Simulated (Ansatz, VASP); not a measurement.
# Li in VASP and in Ansatz

File INCAR:

```
SYSTEM = Li
ALGO = Fast ; EDIFF = 1E-6
ENCUT = 520 ; GGA = PE
ISIF = 2 ; ISMEAR = 0
IVDW = 12 ; LASPH = .TRUE.
LCHARG = .FALSE. ; LREAL = .FALSE.
LWAVE = .FALSE. ; NBANDS = 10
NELM = 80 ; PREC = Accurate
SIGMA = 0.15
```

Contents of KPOINTS:

```
k-points
0
G
  16 16 12
  0 0 0
```

POSCAR

```
Li
1.0
    0.0000000000     -2.0886081792     -2.0886081792
    0.0000000000      2.0886081792     -2.0886081792
    4.1772163584      0.0000000000      0.0000000000
Li
2
Direct
    0.6017423958      0.4389545625      0.5000000000
   -0.1017423958      0.0610454375      0.0000000000
```

Input for Ansatz:

```yaml
crystal:
  lattice:
    - [0.0, -2.0886081792, -2.0886081792]
    - [0.0, 2.0886081792, -2.0886081792]
    - [4.1772163584, 0.0, 0.0]
  atoms:
    - { symbol: Li, position: [0.6017423958, 0.4389545625, 0.5] }
    - { symbol: Li, position: [-0.1017423958, 0.0610454375, 0.0] }
basis:
  ecutwfc: 520.0
kpoints:
  mp_grid: { grid: [16, 16, 12] }
hamiltonian:
  xc: pbe
  dispersion: d3bj
scf:
  occupations: { method: gaussian, width: 0.15 }
output:
  forces: true
  stress: true
  eigenvalues: true
```

Change from the starting cell: mode 4 frozen in at -0.340 Å and mode 5 at -0.085 Å (largest displacements).

Alike in both runs: task single point; functional PBE; dispersion D3(BJ); k mesh 16 × 16 × 12; occupations gaussian, width 0.15 eV; no spin polarisation.

|  | VASP | Ansatz |
| --- | --- | --- |
| version | VASP 6.6.1 | Ansatz 0.2.0 |
| potentials or method | VASP PAW PBE potentials, release 64 (Li_sv), cutoff 520 eV | scalar-relativistic, plane waves, PAW |
| valence electrons in the cell | 6 | 6 |

|  | VASP | Ansatz | Ansatz less VASP |
| --- | --- | --- | --- |
| gap on the k mesh at the Fermi level (eV) | none | none | - |
| rms of the force components (eV/Å) | 0.294 | 0.294 | -0.0002 |

Atom by atom the forces differ by 0.000 eV/Å (rms over components). A gap of «none» marks a metal or a gap that the smearing closes.

Noted on VASP's run: the cutoff is short for stress, so the pressure is rough.
